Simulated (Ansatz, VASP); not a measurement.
## Mg2Re: VASP beside Ansatz

File INCAR:

```
SYSTEM = Mg2Re
ALGO = Normal
EDIFF = 1E-6
ENCUT = 750
GGA = PE
GGA_COMPAT = .FALSE.
ISIF = 2
ISMEAR = 0
LASPH = .TRUE.
LCHARG = .TRUE.
LELF = .TRUE.
LREAL = .FALSE.
LVHAR = .TRUE.
LWAVE = .FALSE.
NBANDS = 24
NELM = 120
PREC = Accurate
SIGMA = 0.1
```

File KPOINTS:

```
k-points
0
G
  6 6 6
  0 0 0
```

File POSCAR:

```
Mg2Re
1.0
   -2.0241907071      2.0241907071      3.3198809027
    2.0241907071     -2.0241907071      3.3198809027
    2.0241907071      2.0241907071     -3.3198809027
Mg Re
2 1
Direct
    0.5930000000      0.5930000000      0.0000000000
    0.4070000000      0.4070000000      0.0000000000
    0.0000000000      0.0000000000      0.0000000000
```

Input for Ansatz:

```yaml
crystal:
  lattice:
    - [-2.0241907071, 2.0241907071, 3.3198809027]
    - [2.0241907071, -2.0241907071, 3.3198809027]
    - [2.0241907071, 2.0241907071, -3.3198809027]
  atoms:
    - { symbol: Mg, position: [0.593, 0.593, 0.0] }
    - { symbol: Mg, position: [0.407, 0.407, 0.0] }
    - { symbol: Re, position: [0.0, 0.0, 0.0] }
basis:
  ecutwfc: 420
kpoints:
  mp_grid: { grid: [6, 6, 6] }
hamiltonian:
  xc: pbe
scf:
  occupations: { method: gaussian, width: 0.1 }
  lower_state_search: "off"
output:
  forces: true
  stress: true
  eigenvalues: true
```

Alike in both runs: task single point; functional PBE; k mesh 6 × 6 × 6; occupations gaussian, width 0.1 eV; no spin polarisation.

```csv
,VASP,Ansatz
version,VASP 6.6.1,Ansatz 0.2.0
potentials or method,"VASP PAW PBE potentials, release 64 (Mg_sv, Re_sv_GW), cutoff 750 eV","scalar-relativistic, plane waves, PAW"
valence electrons in the cell,35,35
```

|  | VASP | Ansatz | Ansatz less VASP |
| --- | --- | --- | --- |
| gap on the k mesh at the Fermi level (eV) | none | none | - |
| rms of the force components (eV/Å) | 27.983 | 20.522 | -7.4618 |

Atom by atom the forces differ by 7.462 eV/Å (rms over components). A gap of «none» marks a metal or a gap that the smearing closes.

The k mesh is coarse, so the values compare programs but aren't converged. Neither program's run includes spin-orbit coupling.
